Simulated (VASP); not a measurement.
# C (Im-3m) in VASP: a series of runs

C is run at these levels: LDA; tasks: single point.

Everything below comes from runs of VASP 6.6.1. Logs are shortened: lines on timing, memory, paths and dates and some standing lists are left out, and cuts for length are marked.

## Step 1: The cell of the first run

The structure is cubic, space group Im-3m (No. 229). The conventional cell has a = 4.821 Å, b = 4.821 Å, c = 4.821 Å, α = 90.00°, β = 90.00°, γ = 90.00°. Within 1.9 Å of C (site symmetry 3m) lie 4 C at 1.46 to 1.57 Å.

## Step 2: Single point, LDA

The input, INCAR:

```
SYSTEM = C
PREC = Accurate
ENCUT = 520
EDIFF = 1E-7
ISMEAR = 0
SIGMA = 0.02
LREAL = .False.
LASPH = .True.
NELM = 80
ALGO = Normal
ISIF = 2
LWAVE = .False.
LCHARG = .False.
GGA = CA
NBANDS = 26
```

The input, KPOINTS:

```
Automatic mesh
0
Gamma
  8 8 8
  0 0 0
```

The input, POSCAR:

```
C
1.0
   -2.4103983044      2.4103983044      2.4103983044
    2.4103983044     -2.4103983044      2.4103983044
    2.4103983044      2.4103983044     -2.4103983044
C
8
Direct
    0.3254710843      0.0000000000      0.0000000000
    0.6745289157      0.6745289157      0.6745289157
    0.0000000000      0.3254710843      0.0000000000
    0.0000000000      0.0000000000      0.3254710843
    0.0000000000      0.6745289157      0.0000000000
    0.3254710843      0.3254710843      0.3254710843
    0.6745289157      0.0000000000      0.0000000000
    0.0000000000      0.0000000000      0.6745289157
```

Potentials or basis: VASP PAW LDA potentials, release 64 (C).

The run is started by

```console
> cat potpaw_LDA.64/C/POTCAR > POTCAR
> mpirun -np 1 vasp_std > vasp.out
```

OUTCAR:

```text
SYSTEM = C
   PREC = Accurate
   ENCUT = 520
   EDIFF = 1E-7
   ISMEAR = 0
   LREAL = .False.
   LASPH = .True.
   NELM = 80
   ISIF = 2
   GGA = CA

 ion  position               nearest neighbor table
   1  0.325  0.000  0.000-   7 1.46   6 1.57   5 1.57   8 1.57
   2  0.675  0.675  0.675-   6 1.46   5 1.57   7 1.57   8 1.57
   3  0.000  0.325  0.000-   5 1.46   6 1.57   7 1.57   8 1.57
   4  0.000  0.000  0.325-   8 1.46   6 1.57   7 1.57   5 1.57
   5  0.000  0.675  0.000-   3 1.46   2 1.57   1 1.57   4 1.57
   6  0.325  0.325  0.325-   2 1.46   1 1.57   3 1.57   4 1.57
   7  0.675  0.000  0.000-   1 1.46   2 1.57   3 1.57   4 1.57
   8  0.000  0.000  0.675-   4 1.46   2 1.57   3 1.57   1 1.57

  LATTYP: Found a body centered cubic cell.
 ALAT       =     4.8207966088

  Lattice vectors:

 A1 = (  -2.4103983044,   2.4103983044,   2.4103983044)
 A2 = (   2.4103983044,  -2.4103983044,   2.4103983044)
 A3 = (   2.4103983044,   2.4103983044,  -2.4103983044)

Analysis of symmetry for initial positions (statically):
=====================================================================
 Subroutine PRICEL returns:
 Original cell was already a primitive cell.

 Routine SETGRP: Setting up the symmetry group for a
 body centered cubic supercell.

 Subroutine GETGRP returns: Found 48 space group operations
 (whereof 48 operations were pure point group operations)
 out of a pool of 48 trial point group operations.

The static configuration has the point symmetry O_h .

Analysis of symmetry for dynamics (positions and initial velocities):
=====================================================================
 Subroutine PRICEL returns:
 Original cell was already a primitive cell.

 Routine SETGRP: Setting up the symmetry group for a
 body centered cubic supercell.

 Subroutine GETGRP returns: Found 48 space group operations
 (whereof 48 operations were pure point group operations)
 out of a pool of 48 trial point group operations.

The dynamic configuration has the point symmetry O_h .

 Subroutine INISYM returns: Found 48 space group operations
 (whereof 48 operations are pure point group operations),
 and found     1 'primitive' translations

----------------------------------------------------------------------------------------

                                     Primitive cell

  volume of cell :      56.0178

  direct lattice vectors                    reciprocal lattice vectors
    -2.410398304  2.410398304  2.410398304     0.000000000  0.207434597  0.207434597
     2.410398304 -2.410398304  2.410398304     0.207434597  0.000000000  0.207434597
     2.410398304  2.410398304 -2.410398304     0.207434597  0.207434597  0.000000000

  length of vectors
     4.174932330  4.174932330  4.174932330     0.293356820  0.293356820  0.293356820

  position of ions in fractional coordinates (direct lattice)
     0.325471084  0.000000000  0.000000000
     0.674528916  0.674528916  0.674528916
     0.000000000  0.325471084  0.000000000
     0.000000000  0.000000000  0.325471084
     0.000000000  0.674528916  0.000000000
     0.325471084  0.325471084  0.325471084
     0.674528916  0.000000000  0.000000000
     0.000000000  0.000000000  0.674528916

  ion indices of the primitive-cell ions
   primitive index   ion index
                 1           1
                 2           2
                 3           3
                 4           4
                 5           5
                 6           6
                 7           7
                 8           8

----------------------------------------------------------------------------------------

 KPOINTS: Automatic mesh

Automatic generation of k-mesh.
 Grid dimensions read from file:
 generate k-points for:    8    8    8

 Generating k-lattice:

  Cartesian coordinates                     Fractional coordinates (reciprocal lattice)
     0.000000000  0.025929325  0.025929325     0.125000000  0.000000000  0.000000000
     0.025929325  0.000000000  0.025929325     0.000000000  0.125000000  0.000000000
     0.025929325  0.025929325  0.000000000     0.000000000  0.000000000  0.125000000

  Length of vectors
     0.036669602  0.036669602  0.036669602

  Shift w.r.t. Gamma in fractional coordinates (k-lattice)
     0.000000000  0.000000000  0.000000000

 Subroutine IBZKPT returns following result:
 ===========================================

 Found     29 irreducible k-points:

 Following reciprocal coordinates:
            Coordinates               Weight
  0.000000  0.000000  0.000000      1.000000
  0.125000  0.000000  0.000000     12.000000
  0.250000  0.000000  0.000000     12.000000
  0.375000  0.000000  0.000000     12.000000
  0.500000  0.000000  0.000000      6.000000
  0.125000  0.125000  0.000000     24.000000
[... 16 lines left out ...]
 -0.250000  0.250000  0.250000      6.000000
 -0.375000  0.375000  0.250000     24.000000
 [... further k-points ...]
[... 75 lines left out ...]
      1     -14.1400      2.00000
      2      -5.9234      2.00000
      3      -5.9234      2.00000
      4      -5.9234      2.00000
      5      -4.8698      2.00000
      6      -4.8698      2.00000
[... 18 lines left out ...]
     25      18.5147      0.00000
     26      18.5147      0.00000

 k-point     2 :       0.1250    0.0000    0.0000
  band No.  band energies     occupation
      1     -14.0417      2.00000
      2      -6.9631      2.00000
      3      -6.4484      2.00000
      4      -5.8889      2.00000
      5      -4.9708      2.00000
      6      -4.8998      2.00000
[... 18 lines left out ...]
     25      18.3099      0.00000
     26      18.4698      0.00000

 k-point     3 :       0.2500    0.0000    0.0000
  band No.  band energies     occupation
      1     -13.7732      2.00000
      2      -8.2237      2.00000
      3      -7.0623      2.00000
      4      -5.8040      2.00000
      5      -5.1907      2.00000
      6      -4.9999      2.00000
[... 18 lines left out ...]
     25      18.2453      0.00000
     26      18.4173      0.00000

 k-point     4 :       0.3750    0.0000    0.0000
  band No.  band energies     occupation
      1     -13.4380      2.00000
      2      -9.1866      2.00000
      3      -7.4511      2.00000
      4      -5.7168      2.00000
      5      -5.3846      2.00000
      6      -5.1070      2.00000
[... 18 lines left out ...]
     25      18.3493      0.00000
     26      18.9610      0.00000

 k-point     5 :       0.5000    0.0000    0.0000
  band No.  band energies     occupation
      1     -13.2669      2.00000
      2      -9.5712      2.00000
      3      -7.5827      2.00000
      4      -5.6800      2.00000
      5      -5.4588      2.00000
      6      -5.1531      2.00000
[... 18 lines left out ...]
     25      18.3186      0.00000
     26      19.4706      0.00000

 k-point     6 :       0.1250    0.1250    0.0000
  band No.  band energies     occupation
      1     -13.8576      2.00000
      2      -7.8472      2.00000
      3      -6.9072      2.00000
      4      -6.2422      2.00000
      5      -5.0503      2.00000
      6      -4.1487      2.00000
[... 427 lines left out ...]
 k-point    21 :      -0.3750   -0.3750    0.1250
  band No.  band energies     occupation
      1     -13.0266      2.00000
      2      -9.0085      2.00000
      3      -9.0085      2.00000
      4      -7.0162      2.00000
      5      -4.7733      2.00000
      6      -1.6792      2.00000
[... 18 lines left out ...]
     25      17.3036      0.00000
     26      18.4030      0.00000

 k-point    22 :       0.2500    0.2500    0.2500
  band No.  band energies     occupation
      1     -13.1545      2.00000
      2      -8.4920      2.00000
      3      -8.4920      2.00000
      4      -8.4920      2.00000
      5      -3.3448      2.00000
      6      -2.0728      2.00000
[... 18 lines left out ...]
     25      18.1483      0.00000
     26      19.5355      0.00000

 k-point    23 :      -0.2500    0.2500    0.2500
  band No.  band energies     occupation
      1     -13.4286      2.00000
      2      -8.1130      2.00000
      3      -7.9398      2.00000
      4      -7.9398      2.00000
      5      -3.8755      2.00000
      6      -2.6277      2.00000
[... 18 lines left out ...]
     25      16.9618      0.00000
     26      17.0807      0.00000

 k-point    24 :      -0.3750    0.3750    0.2500
  band No.  band energies     occupation
      1     -13.1186      2.00000
      2      -8.9221      2.00000
      3      -8.3009      2.00000
      4      -7.8748      2.00000
      5      -3.7220      2.00000
      6      -2.4690      2.00000
[... 18 lines left out ...]
     25      17.0176      0.00000
     26      17.7851      0.00000

 [... further k-points ...]
[... 5 lines left out ...]
  --------------------------------------------------------------------------------------
  -------------------------------------------------------------------------------------
  Total        0.3765665      0.3765665      0.3765665      0.0000000      0.0000000      0.0000000
  in kB       10.7702508     10.7702508     10.7702508      0.0000000      0.0000000      0.0000000
  external PRESSURE =      10.7702508 kB  Pullay stress =       0.0000000 kB

 VOLUME and BASIS-vectors are now :
 -----------------------------------------------------------------------------
  energy-cutoff  :      520.00
  volume of cell :       56.02
      direct lattice vectors                 reciprocal lattice vectors
    -2.410398304  2.410398304  2.410398304     0.000000000  0.207434597  0.207434597
     2.410398304 -2.410398304  2.410398304     0.207434597  0.000000000  0.207434597
     2.410398304  2.410398304 -2.410398304     0.207434597  0.207434597  0.000000000

 POSITION                                       TOTAL-FORCE (eV/Angst)
 -----------------------------------------------------------------------------------
     -0.78451      0.78451      0.78451        -0.028492      0.028492      0.028492
      1.62588      1.62588      1.62588        -0.028492     -0.028492     -0.028492
      0.78451     -0.78451      0.78451         0.028492     -0.028492      0.028492
      0.78451      0.78451     -0.78451         0.028492      0.028492     -0.028492
      1.62588     -1.62588      1.62588        -0.028492      0.028492     -0.028492
      0.78451      0.78451      0.78451         0.028492      0.028492      0.028492
     -1.62588      1.62588      1.62588         0.028492     -0.028492     -0.028492
      1.62588      1.62588     -1.62588        -0.028492     -0.028492      0.028492
 -----------------------------------------------------------------------------------
    total drift:                               -0.000000     -0.000000      0.000000

  FREE ENERGIE OF THE ION-ELECTRON SYSTEM (eV)
  ---------------------------------------------------
  free  energy   TOTEN  =       -75.2782031404 eV

  energy  without entropy=      -75.2782031404  energy(sigma->0) =      -75.27820314
```

Run time: 81 s. Hardware: 1 thread of AMD EPYC 7R13, shared host; peak memory 0.13 GiB.

What came out:

| Property | Result |
| --- | --- |
| Free energy | -75.2782 eV |
| Pressure | 1.1 GPa |
| Largest force | 0.049 eV/Å |
| Band gap on the k mesh | 3.03 eV, indirect (least direct gap 3.82 eV) |

Forces on the atoms (eV/Å):
```
C   -0.028  0.028  0.028
C   -0.028 -0.028 -0.028
C    0.028 -0.028  0.028
C    0.028  0.028 -0.028
C   -0.028  0.028 -0.028
C    0.028  0.028  0.028
C    0.028 -0.028 -0.028
C   -0.028 -0.028  0.028
```

A k mesh can miss the band edges. Expect the measured gap to be larger: semilocal functionals such as LDA lack the derivative discontinuity.

## Step 3: Single point, LDA

This run uses another cell than the first one: it holds 16 atoms, not 8.

The input, INCAR:

```
SYSTEM = C
PREC = Accurate ; ENCUT = 520
EDIFF = 1E-6 ; ISMEAR = 0
SIGMA = 0.05 ; LREAL = Auto
LASPH = .TRUE. ; NELM = 60
ALGO = Normal ; ISIF = 2
LWAVE = .FALSE. ; LCHARG = .FALSE.
GGA = CA ; NBANDS = 46
```

The input, KPOINTS:

```
Automatic mesh
0
G
  6 6 4
  0 0 0
```

The input, POSCAR:

```
C
1.0
   -2.4103983044      2.4103983044      2.4103983044
    2.4103983044     -2.4103983044      2.4103983044
    4.8207966088      4.8207966088      0.0000000000
C
16
Direct
    0.3254710843      0.0000000000      0.0000000000
    0.8254710843      0.5000000000      0.5000000000
    0.3372644578      0.3372644578      0.3372644578
    0.8372644578      0.8372644578      0.8372644578
    0.0000000000      0.3254710843      0.0000000000
    0.5000000000      0.8254710843      0.5000000000
    0.8372644578      0.8372644578      0.1627355422
    0.3372644578      0.3372644578      0.6627355422
    0.0000000000      0.6745289157      0.0000000000
    0.5000000000      0.1745289157      0.5000000000
    0.1627355422      0.1627355422      0.1627355422
    0.6627355422      0.6627355422      0.6627355422
    0.6745289157      0.0000000000      0.0000000000
    0.1745289157      0.5000000000      0.5000000000
    0.6627355422      0.6627355422      0.3372644578
    0.1627355422      0.1627355422      0.8372644578
```

Potentials or basis: VASP PAW LDA potentials, release 64 (C).

The run is started by

```console
> cat potpaw_LDA.64/C/POTCAR > POTCAR
> mpirun -np 1 vasp_std > vasp.out
```

It took 8.8 min on 1 thread of AMD EPYC 7R13, shared host; peak memory 0.22 GiB.

The run converged. Its results:

- Free energy: -150.5620 eV
- Pressure: 1.1 GPa
- Largest force: 0.052 eV/Å
- Band gap on the k mesh: 2.90 eV

Forces on the atoms (eV/Å):
```
C   -0.028  0.028  0.022
C   -0.028  0.028  0.022
C   -0.031 -0.031 -0.028
C   -0.031 -0.031 -0.028
C    0.028 -0.028  0.022
C    0.028 -0.028  0.022
C    0.031  0.031 -0.028
C    0.031  0.031 -0.028
C   -0.028  0.028 -0.022
C   -0.028  0.028 -0.022
C    0.031  0.031  0.028
C    0.031  0.031  0.028
C    0.028 -0.028 -0.022
C    0.028 -0.028 -0.022
C   -0.031 -0.031  0.028
C   -0.031 -0.031  0.028
```

Levels at points of the mesh, in eV from the valence-band top:
```tsv
k point	band 30	band 31	band 32	band 33	band 34	band 35
(0.00, 0.00, 0.00)	-0.33	-0.33	-0.33	3.87	4.09	4.09
(0.50, 0.00, 0.00)	-2.17	-1.97	-1.97	3.40	3.40	4.77
(0.50, 0.50, 0.00)	0.00	0.00	0.00	3.82	3.87	5.51
(0.00, 0.00, 0.50)	-1.32	-0.90	-0.90	3.30	3.30	4.01
(0.50, 0.00, 0.50)	-2.36	-2.17	-2.17	3.87	3.87	5.51
(0.50, 0.50, 0.50)	-1.41	-0.95	-0.95	5.03	5.03	5.47
```

A k mesh can miss the band edges.

## Step 4: Single point, LDA

The input, INCAR:

```
PREC     = Accurate       # precision mode
ENCUT    = 910            # plane-wave cutoff, eV
EDIFF    = 1E-6           # SCF threshold, eV
ISMEAR   = 0              # smearing method
SIGMA    = 0.05           # smearing width, eV
LREAL    = False          # projectors in reciprocal space
LASPH    = True           # aspherical terms in the spheres
NELM     = 120            # most SCF steps
ALGO     = Normal         # electronic algorithm
ISIF     = 2              # what is computed and relaxed
LWAVE    = False          # write WAVECAR
LCHARG   = False          # write CHGCAR
NBANDS   = 26             # bands
GGA_COMPAT= False
```

The input, KPOINTS:

```
Automatic mesh
0
Gamma
  6 6 6
```

The input, POSCAR:

```
C
1.0
   -2.4103983044      2.4103983044      2.4103983044
    2.4103983044     -2.4103983044      2.4103983044
    2.4103983044      2.4103983044     -2.4103983044
C
8
Direct
    0.3254710843      0.0000000000      0.0000000000
    0.6745289157      0.6745289157      0.6745289157
    0.0000000000      0.3254710843      0.0000000000
    0.0000000000      0.0000000000      0.3254710843
    0.0000000000      0.6745289157      0.0000000000
    0.3254710843      0.3254710843      0.3254710843
    0.6745289157      0.0000000000      0.0000000000
    0.0000000000      0.0000000000      0.6745289157
```

Potentials or basis: VASP PAW LDA potentials, release 64 (C_h).

The run is started by

```console
> cat potpaw_LDA.64/C_h/POTCAR > POTCAR
> mpirun -np 1 vasp_std > vasp.out
```

Wall time 24 s (1 thread of AMD EPYC 9R45 (Zen 5), shared host); peak memory 0.17 GiB.

It converged, with:

| Quantity | Value |
| --- | --- |
| Free energy | -75.3550 eV |
| Pressure | 0.5 GPa |
| Largest force | 0.037 eV/Å |
| Band gap on the k mesh | 2.91 eV, indirect (least direct gap 3.82 eV) |

Forces on the atoms (eV/Å):
```
C   -0.021  0.021  0.021
C   -0.021 -0.021 -0.021
C    0.021 -0.021  0.021
C    0.021  0.021 -0.021
C   -0.021  0.021 -0.021
C    0.021  0.021  0.021
C    0.021 -0.021 -0.021
C   -0.021 -0.021  0.021
```

Levels at points of the mesh, in eV from the valence-band top:
| k point | band 12 | band 13 | band 14 | band 15 | band 16 | band 17 | band 18 | band 19 | band 20 | band 21 |
| --- | --- | --- | --- | --- | --- | --- | --- | --- | --- | --- |
| (0.00, 0.00, 0.00) | -5.35 | -5.35 | -0.33 | -0.33 | -0.33 | 4.10 | 4.10 | 4.10 | 7.86 | 8.62 |
| (0.50, 0.00, 0.00) | -4.57 | -3.16 | -3.09 | -2.36 | -2.17 | 3.88 | 5.51 | 5.82 | 6.42 | 7.08 |
| (0.50, 0.50, 0.50) | -6.11 | -6.11 | 0.00 | 0.00 | 0.00 | 3.82 | 5.88 | 5.88 | 5.88 | 8.49 |

Caveat: the cutoff is under 1.25 times the usual one of these potentials, so pressure, stress and relaxed cells hold a basis-set (Pulay) error. LDA gaps usually lie below the measured ones, often by a third to a half.

## Step 5: Overview

| potentials or basis | cell | k mesh | cutoff (eV) | smearing | second run | gap on the mesh (eV) | pressure (GPa) | largest force (eV/Å) |
| --- | --- | --- | --- | --- | --- | --- | --- | --- |
| VASP PAW LDA potentials, release 64 (C) | a = 4.175 Å, angles 109.5°, 8 atoms | 8 × 8 × 8 | 520 | gaussian 0.02 eV | - | 3.03 | 1.1 | 0.05 |
| VASP PAW LDA potentials, release 64 (C) | a = 4.175, b = 4.175, c = 6.818 Å, angles 90.0, 90.0, 109.5°, 16 atoms | 6 × 6 × 4 | 520 | gaussian 0.05 eV | - | 2.90 | 1.1 | 0.05 |
| VASP PAW LDA potentials, release 64 (C_h) | a = 4.175 Å, angles 109.5°, 8 atoms | 6 × 6 × 6 | 910 | gaussian 0.05 eV | hard_potentials | 2.91 | 0.5 | 0.04 |

Alike in all rows: task single point; level LDA; no spin polarisation.

Caveats: the cutoff is under 1.25 times the usual one of these potentials, so pressure, stress and relaxed cells hold a basis-set (Pulay) error (some runs).

Total energies depend on the potentials used, so only differences within one code and one set of settings carry meaning.
